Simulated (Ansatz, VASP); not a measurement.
**One calculation of Re, two programs**

```
CELL_PARAMETERS angstrom
2.75030 0.00000 0.00000
-1.37515 2.38183 0.00000
0.00000 0.00000 26.10823
ATOMIC_POSITIONS crystal
Re 0.66667 0.33333 0.29063
Re 0.33333 0.66667 0.37046
Re 0.66667 0.33333 0.45887
Re 0.33333 0.66667 0.54113
Re 0.66667 0.33333 0.62954
Re 0.33333 0.66667 0.70937
```

Alike in both runs: functional PBEsol; k mesh 15 × 15 × 1; occupations gaussian, width 0.1 eV; no spin polarisation.

Ansatz relaxed the structure, and its values are those at the end. VASP's run is a single point on that final structure, the one shown.

|  | VASP | Ansatz |
| --- | --- | --- |
| version | VASP 6.6.1 | Ansatz 0.2.0 |
| potentials or method | VASP PAW PBE potentials, release 64 (Re), cutoff 520 eV | scalar-relativistic, plane waves, PAW |
| valence electrons in the cell | 42 | 90 |

Ansatz gave:

```
gap on the k mesh at the Fermi level (eV) : none
rms of the force components (eV/Å)        : 0.001
```

Estimate VASP's values.

gap on the k mesh at the Fermi level (eV): none; rms of the force components (eV/Å): 0.024.

VASP's potentials were made for PBE, not for PBEsol. A gap of «none» marks a metal or a gap that the smearing closes. VASP's potentials hold 42 valence electrons a cell and Ansatz's 90, so a difference there can come from the potentials and not from the codes. Ansatz's warnings: xc potential rough in thin density.

Neither program's run includes spin-orbit coupling.
